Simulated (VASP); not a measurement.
Write the native input for VASP 6.6.1 that does the following.

- Task: relaxation of cell and atoms
- Functional: revPBE
- Potentials or basis: VASP PAW PBE potentials, release 64 (Co)
- Cutoff: 600 eV
- k mesh: 11 × 11 × 11
- Occupations: fermi-dirac, width 0.1 eV
- Spin: no spin polarisation
- Dipole correction: no
- Further INCAR settings: ALGO = Normal; EDIFF = 1e-06; IBRION = 2; EDIFFG = -0.01; NSW = 80; ISIF = 3

The structure of Co lies in POSCAR:

```
Co
1.0
    0.0000000000      2.4634331982      2.4634331982
    2.4634331982      0.0000000000      2.4634331982
    2.4634331982      2.4634331982      0.0000000000
Co
2
Direct
    0.1250000000      0.1250000000      0.1250000000
    0.8750000000      0.8750000000      0.8750000000
```

These files were run (other wordings do the same):

INCAR

```
SYSTEM = Co
PREC     = Accurate       ! precision mode
ENCUT    = 600            ! plane-wave cutoff, eV
EDIFF    = 1E-6           ! SCF threshold, eV
ISMEAR   = -1             ! smearing method
SIGMA    = 0.1            ! smearing width, eV
LREAL    = .False.        ! projectors in reciprocal space
LASPH    = .True.         ! aspherical terms in the spheres
NELM     = 100            ! most SCF steps
ALGO     = Normal         ! electronic algorithm
ISIF     = 3              ! what is computed and relaxed
LWAVE    = .False.        ! write WAVECAR
LCHARG   = .False.        ! write CHGCAR
GGA      = RE             ! functional
IBRION   = 2              ! ionic algorithm
NSW      = 80             ! ionic steps
EDIFFG   = -0.01          ! ionic threshold
```

KPOINTS

```
regular mesh
0
Gamma
  11 11 11
  0 0 0
```

Potentials or basis: VASP PAW PBE potentials, release 64 (Co).

Launch:

```bash
$ cat potpaw_PBE.64/Co/POTCAR > POTCAR
$ mpirun -np 1 vasp_std > vasp.out
```

It gave:

```yaml
Relaxed_volume: 15.14 Å³/atom
Relaxed_cell: a = 3.498 Å, b = 3.498 Å, c = 3.498 Å, α = 60.00°, β = 60.00°, γ = 60.00°
Space_group_after_relaxing_to_0.05_Å: Fd-3m (No. 227)
Energy_gained_by_relaxing: 0.9 meV/atom
Ionic_steps: 3
Pressure_after_relaxing: 0.0 GPa
Band_gap_on_the_k_mesh: zero (band 9 reaches 6.65 eV, above the bottom of band 10 at 5.98 eV)
```

Caveat: the PAW data sets were made with another functional, which shifts forces and pressure a little; the run has no spin polarisation, though such a crystal can be magnetic.

Wall time 36 s on 1 thread of AMD EPYC 9R45 96-Core Processor (Zen 5), with other jobs on the host, peak memory 0.14 GiB.
